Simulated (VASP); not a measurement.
# ZrSi2O6 (I4/mmm) in VASP: single point with PBE

Aim: the single point of ZrSi2O6 with PBE.

All numbers are computed with VASP 6.6.1; they aren't measurements. Logs are shortened: lines on timing, memory, paths and dates and some standing lists are left out, and cuts for length are marked.

## (1) The cell of the first run

It takes space group I4/mmm (No. 139, tetragonal). The conventional cell has a = 3.633 Å, b = 3.633 Å, c = 15.412 Å, α = 90.00°, β = 90.00°, γ = 90.00°. Zr (site symmetry 4/mmm) has 8 O at 2.22 Å within 2.9 Å. Within 2.9 Å of Si (site symmetry 4mm) lie 8 O at 2.22 Å. Within 2.9 Å of O (site symmetry -4m2) lie 4 Si at 2.22 Å and 6 O at 2.57 Å. O (site symmetry 2mm) has 2 Zr at 2.22 Å and 2 Si at 2.22 Å and 6 O at 2.57 Å within 2.9 Å.

## (2) Single point, PBE

INCAR reads:

```
SYSTEM = ZrSi2O6
  PREC = Accurate
  ENCUT = 520
  EDIFF = 1E-6
  ISMEAR = 0
  SIGMA = 0.1
  LREAL = .FALSE.
  LASPH = .TRUE.
  NELM = 60
  ALGO = Normal
  ISIF = 2
  LWAVE = .FALSE.
  LCHARG = .FALSE.
  GGA = PE
  NBANDS = 38
```

KPOINTS reads:

```
regular mesh
0
G
  6 6 6
  0 0 0
```

POSCAR reads:

```
ZrSi2O6
1.0
   -1.8162884400      1.8162884400      7.7058592300
    1.8162884400     -1.8162884400      7.7058592300
    1.8162884400      1.8162884400     -7.7058592300
Zr Si O
1 2 6
Direct
    0.0000000000      0.0000000000      0.0000000000
    0.6666666700      0.6666666700      0.0000000000
    0.3333333300      0.3333333300      0.0000000000
    0.7500000000      0.2500000000      0.5000000000
    0.4166666700      0.9166666700      0.5000000000
    0.0833333300      0.5833333300      0.5000000000
    0.9166666700      0.4166666700      0.5000000000
    0.5833333300      0.0833333300      0.5000000000
    0.2500000000      0.7500000000      0.5000000000
```

Potentials or basis: VASP PAW PBE potentials, release 64 (Zr_sv, Si, O).

Launch:

```bash
$ cat potpaw_PBE.64/Zr_sv/POTCAR potpaw_PBE.64/Si/POTCAR potpaw_PBE.64/O/POTCAR > POTCAR
$ mpirun -np 1 vasp_std > vasp.out
```

OUTCAR:

```text
SYSTEM = ZrSi2O6
   PREC = Accurate
   ENCUT = 520
   EDIFF = 1E-6
   ISMEAR = 0
   LREAL = .FALSE.
   LASPH = .TRUE.
   NELM = 60
   ISIF = 2
   GGA = PE

 ion  position               nearest neighbor table
   1  0.000  0.000  0.000-   8 2.22   6 2.22   5 2.22   7 2.22   6 2.22   8 2.22   7 2.22   5 2.22

   2  0.667  0.667  0.000-   9 2.22   4 2.22   4 2.22   9 2.22   6 2.22   8 2.22   8 2.22   6 2.22

   3  0.333  0.333  0.000-   4 2.22   9 2.22   9 2.22   4 2.22   5 2.22   7 2.22   7 2.22   5 2.22

   4  0.750  0.250  0.500-   3 2.22   2 2.22   3 2.22   2 2.22
   5  0.417  0.917  0.500-   1 2.22   1 2.22   3 2.22   3 2.22
   6  0.083  0.583  0.500-   1 2.22   1 2.22   2 2.22   2 2.22
   7  0.917  0.417  0.500-   1 2.22   1 2.22   3 2.22   3 2.22
   8  0.583  0.083  0.500-   1 2.22   1 2.22   2 2.22   2 2.22
   9  0.250  0.750  0.500-   3 2.22   2 2.22   3 2.22   2 2.22

  LATTYP: Found a body centered tetragonal cell.
 ALAT       =     3.6325768800
 C/A-ratio  =     4.2426406843

  Lattice vectors:

 A1 = (  -1.8162884400,   1.8162884400,   7.7058592300)
 A2 = (   1.8162884400,  -1.8162884400,   7.7058592300)
 A3 = (   1.8162884400,   1.8162884400,  -7.7058592300)

Analysis of symmetry for initial positions (statically):
=====================================================================
 Subroutine PRICEL returns:
 Original cell was already a primitive cell.

 Routine SETGRP: Setting up the symmetry group for a
 body centered tetragonal supercell.

 Subroutine GETGRP returns: Found 16 space group operations
 (whereof 16 operations were pure point group operations)
 out of a pool of 16 trial point group operations.

The static configuration has the point symmetry D_4h.

Analysis of symmetry for dynamics (positions and initial velocities):
=====================================================================
 Subroutine PRICEL returns:
 Original cell was already a primitive cell.

 Routine SETGRP: Setting up the symmetry group for a
 body centered tetragonal supercell.

 Subroutine GETGRP returns: Found 16 space group operations
 (whereof 16 operations were pure point group operations)
 out of a pool of 16 trial point group operations.

The dynamic configuration has the point symmetry D_4h.

 Subroutine INISYM returns: Found 16 space group operations
 (whereof 16 operations are pure point group operations),
 and found     1 'primitive' translations

----------------------------------------------------------------------------------------

                                     Primitive cell

  volume of cell :     101.6836

  direct lattice vectors                    reciprocal lattice vectors
    -1.816288440  1.816288440  7.705859230     0.000000000  0.275286672  0.064885691
     1.816288440 -1.816288440  7.705859230     0.275286672  0.000000000  0.064885691
     1.816288440  1.816288440 -7.705859230     0.275286672  0.275286672  0.000000000

  length of vectors
     8.122688832  8.122688832  8.122688832     0.282830169  0.282830169  0.389314145

  position of ions in fractional coordinates (direct lattice)
     0.000000000  0.000000000  0.000000000
     0.666666670  0.666666670  0.000000000
     0.333333330  0.333333330  0.000000000
     0.750000000  0.250000000  0.500000000
     0.416666670  0.916666670  0.500000000
     0.083333330  0.583333330  0.500000000
     0.916666670  0.416666670  0.500000000
     0.583333330  0.083333330  0.500000000
     0.250000000  0.750000000  0.500000000

  ion indices of the primitive-cell ions
   primitive index   ion index
                 1           1
                 2           2
                 3           3
                 4           4
                 5           5
                 6           6
                 7           7
                 8           8
                 9           9

----------------------------------------------------------------------------------------

 KPOINTS: regular mesh

Automatic generation of k-mesh.
 Grid dimensions read from file:
 generate k-points for:    6    6    6

 Generating k-lattice:

  Cartesian coordinates                     Fractional coordinates (reciprocal lattice)
     0.000000000  0.045881112  0.010814282     0.166666667 -0.000000000  0.000000000
     0.045881112  0.000000000  0.010814282    -0.000000000  0.166666667  0.000000000
     0.045881112  0.045881112  0.000000000     0.000000000  0.000000000  0.166666667

  Length of vectors
     0.047138362  0.047138362  0.064885691

  Shift w.r.t. Gamma in fractional coordinates (k-lattice)
     0.000000000  0.000000000  0.000000000

 Subroutine IBZKPT returns following result:
 ===========================================

 Found     30 irreducible k-points:

 Following reciprocal coordinates:
            Coordinates               Weight
  0.000000  0.000000  0.000000      1.000000
  0.166667 -0.000000  0.000000      8.000000
  0.333333 -0.000000  0.000000      8.000000
  0.500000 -0.000000  0.000000      4.000000
  0.166667  0.166667  0.000000      8.000000
  0.333333  0.166667  0.000000     16.000000
[... 16 lines left out ...]
 -0.333333 -0.333333  0.166667      8.000000
 -0.166667 -0.333333  0.166667      8.000000
 [... further k-points ...]
   k-points           NKPTS =     30   k-points in BZ     NKDIM =     30   number of bands    NBANDS=     38
   number of dos      NEDOS =    301   number of ions     NIONS =      9
   total plane-waves  NPLWV = 216000
   dimension x,y,z NGX =    60 NGY =   60 NGZ =   60
   dimension x,y,z NGXF=   120 NGYF=  120 NGZF=  120
   ions per type =               1   2   6
   NGX,Y,Z   is equivalent  to a cutoff of  12.28, 12.28, 12.28 a.u.
   NGXF,Y,Z  is equivalent  to a cutoff of  24.56, 24.56, 24.56 a.u.
 SYSTEM =  ZrSi2O6
   PREC   = accura    normal or accurate (medium, high low for compatibility)
   ISTART =      0    job   : 0-new  1-cont  2-samecut
   ICHARG =      2    charge: 1-file 2-atom 10-const
   ISPIN  =      1    spin polarized calculation?
   LNONCOLLINEAR =      F non collinear calculations
   LSORBIT =      F    spin-orbit coupling
   LASPH  =      T    aspherical Exc in radial PAW
   ENCUT  =  520.0 eV  38.22 Ry    6.18 a.u.  15.10 15.10 15.10*2*pi/ulx,y,z
   NELM   =     60;   NELMIN=  2; NELMDL= -5     # of ELM steps
   EDIFF  = 0.1E-05   stopping-criterion for ELM
   LREAL  =      F    real-space projection
   EDIFFG = 0.1E-04   stopping-criterion for IOM
   NSW    =      0    number of steps for IOM
   IBRION =     -1    ionic relax: 0-MD 1-quasi-New 2-CG
   NFREE  =      0    steps in history (QN), initial steepest desc. (CG)
   ISIF   =      2    stress and relaxation
   ISYM   =      2    0-nonsym 1-usesym 2-fastsym
   POTIM  = 0.5000    time-step for ionic-motion
   TEBEG  =    0.0;   TEEND  =   0.0 temperature during run
   PSTRESS=    0.0 pullay stress
   NELECT =      56.0000    total number of electrons
   NUPDOWN=      -1.0000    fix difference up-down
   EMIN   =  10.00;   EMAX   =-10.00  energy-range for DOS
   EFERMI =   0.00;   METHOD = LEGACY
   ISMEAR =     0;   SIGMA  =   0.10  broadening in eV -4-tet -1-fermi 0-gaus
   EFERMI_NEDOS =   21; number of points for ismear=-14 and -15
   IALGO  =     38    algorithm
   IMIX   =      4    mixing-type and parameters
     AMIX     =   0.40;   BMIX     =  1.00
     AMIX_MAG =   1.60;   BMIX_MAG =  1.00
  volume/ion in A,a.u.               =      11.30        76.24
  Fermi-wavevector in a.u.,A,eV,Ry     =   1.341901  2.535826 24.500002  1.800699
  Thomas-Fermi vector in A             =   2.470098
   LORBIT       =      0    0 simple, 1 ext, 2 COOP (PROOUT), +10 PAW based schemes
   GGA     = PE    functional components
   LHFCALC =     F    Hartree Fock is set to
   AEXX    =    0.0000 exact exchange contribution
   IVDW    =     0    specifies the selected vdW correction
   LEPSILON=     F    determine dielectric tensor
   LRPA    =     F    only Hartree local field effects (RPA)
 non-spin polarized calculation
 Gauss-broadening in eV      SIGMA  =   0.10
  energy-cutoff  :      520.00
  volume of cell :      101.68
 maximum number of plane-waves:      2785
   NGX = 31   NGY = 31   NGZ = 31

 number of electron      56.0000016 magnetization

 Free energy of the ion-electron system (eV)
  ---------------------------------------------------
  ext. energy  EPLUGINS =         0.00000000
  ---------------------------------------------------
  free energy    TOTEN  =       -64.64717209 eV

  energy without entropy =      -64.64492703  energy(sigma->0) =      -64.64604956

 E-fermi :   5.3577     XC(G=0): -10.9328

 val. band max:        5.3456342436   @ k =   0.5000   0.5000   0.0000
 cond. band min:       5.5649968124   @ k =  -0.3333  -0.3333   0.3333
 fundamental gap:      0.2193625688
 Fermi energy:         5.3577178696

 k-point     1 :       0.0000    0.0000    0.0000
  band No.  band energies     occupation
      1     -43.0515      2.00000
      2     -21.1941      2.00000
      3     -20.9957      2.00000
      4     -20.9957      2.00000
      5     -13.5117      2.00000
      6     -12.4826      2.00000
[... 30 lines left out ...]
     37      12.2004      0.00000
     38      12.2005      0.00000

 k-point     2 :       0.1667   -0.0000    0.0000
  band No.  band energies     occupation
      1     -43.0481      2.00000
      2     -21.1694      2.00000
      3     -21.0899      2.00000
      4     -20.9919      2.00000
      5     -13.3297      2.00000
      6     -12.3724      2.00000
[... 30 lines left out ...]
     37      11.9614      0.00000
     38      12.3436      0.00000

 k-point     3 :       0.3333   -0.0000    0.0000
  band No.  band energies     occupation
      1     -43.0413      2.00000
      2     -21.2699      2.00000
      3     -21.1193      2.00000
      4     -20.9842      2.00000
      5     -12.8611      2.00000
      6     -12.1270      2.00000
[... 30 lines left out ...]
     37      11.9945      0.00000
[... 781 lines left out ...]
 k-point    23 :      -0.3333   -0.3333    0.1667
  band No.  band energies     occupation
      1     -43.0447      2.00000
      2     -21.1453      2.00000
      3     -21.0885      2.00000
      4     -21.0827      2.00000
      5     -13.0723      2.00000
      6     -12.5159      2.00000
[... 30 lines left out ...]
     37      11.9550      0.00000
     38      12.3340      0.00000

 k-point    24 :      -0.1667   -0.3333    0.1667
  band No.  band energies     occupation
      1     -43.0481      2.00000
      2     -21.1695      2.00000
      3     -21.0899      2.00000
      4     -20.9919      2.00000
      5     -13.2660      2.00000
      6     -12.5789      2.00000
[... 30 lines left out ...]
     37      11.9482      0.00000
     38      12.6125      0.00000

 [... further k-points ...]
[... 5 lines left out ...]
  --------------------------------------------------------------------------------------
  -------------------------------------------------------------------------------------
  Total      -17.1391577    -17.1391577    -18.2161728      0.0000000      0.0000000      0.0000000
  in kB     -270.0532188   -270.0532188   -287.0232114      0.0000000      0.0000000      0.0000000
  external PRESSURE =    -275.7098830 kB  Pullay stress =       0.0000000 kB

 VOLUME and BASIS-vectors are now :
 -----------------------------------------------------------------------------
  energy-cutoff  :      520.00
  volume of cell :      101.68
      direct lattice vectors                 reciprocal lattice vectors
    -1.816288440  1.816288440  7.705859230     0.000000000  0.275286672  0.064885691
     1.816288440 -1.816288440  7.705859230     0.275286672  0.000000000  0.064885691
     1.816288440  1.816288440 -7.705859230     0.275286672  0.275286672  0.000000000

 POSITION                                       TOTAL-FORCE (eV/Angst)
 -----------------------------------------------------------------------------------
      0.00000      0.00000      0.00000        -0.000000     -0.000000     -0.000000
      0.00000      0.00000     10.27448        -0.000000     -0.000000      0.082762
      0.00000      0.00000      5.13724        -0.000000     -0.000000     -0.082762
      0.00000      1.81629      3.85293        -0.000000     -0.000000     -0.000000
      1.81629      0.00000      6.42155         0.000000     -0.000000     -1.420952
      1.81629      0.00000      1.28431         0.000000     -0.000000      1.420952
      0.00000      1.81629      6.42155        -0.000000      0.000000     -1.420952
      0.00000      1.81629      1.28431        -0.000000      0.000000      1.420952
      1.81629      0.00000      3.85293        -0.000000     -0.000000     -0.000000
 -----------------------------------------------------------------------------------
    total drift:                               -0.000000     -0.000000      0.000000

  FREE ENERGIE OF THE ION-ELECTRON SYSTEM (eV)
  ---------------------------------------------------
  free  energy   TOTEN  =       -64.6471720907 eV

  energy  without entropy=      -64.6449270286  energy(sigma->0) =      -64.64604956
```

It took 7.2 min on 1 thread of Intel Xeon Platinum 8488C (Sapphire Rapids), shared host; peak memory 0.51 GiB.

Results:

```yaml
Free_energy: -64.6472 eV
Pressure: -27.6 GPa
Largest_force: 1.421 eV/Å
Band_gap_on_the_k_mesh: zero (band 28 reaches 5.35 eV, above the bottom of band 29 at 4.80 eV)
```

Forces on the atoms (eV/Å):
```
Zr   0.000  0.000  0.000
Si   0.000  0.000  0.083
Si   0.000  0.000 -0.083
O    0.000  0.000  0.000
O    0.000  0.000 -1.421
O    0.000  0.000  1.421
O    0.000  0.000 -1.421
O    0.000  0.000  1.421
O    0.000  0.000  0.000
```

Caveat: the k points lie up to 0.41 Å⁻¹ apart; forces of over 1 eV/Å act on the atoms, so gaps and moduli don't describe the material at rest.
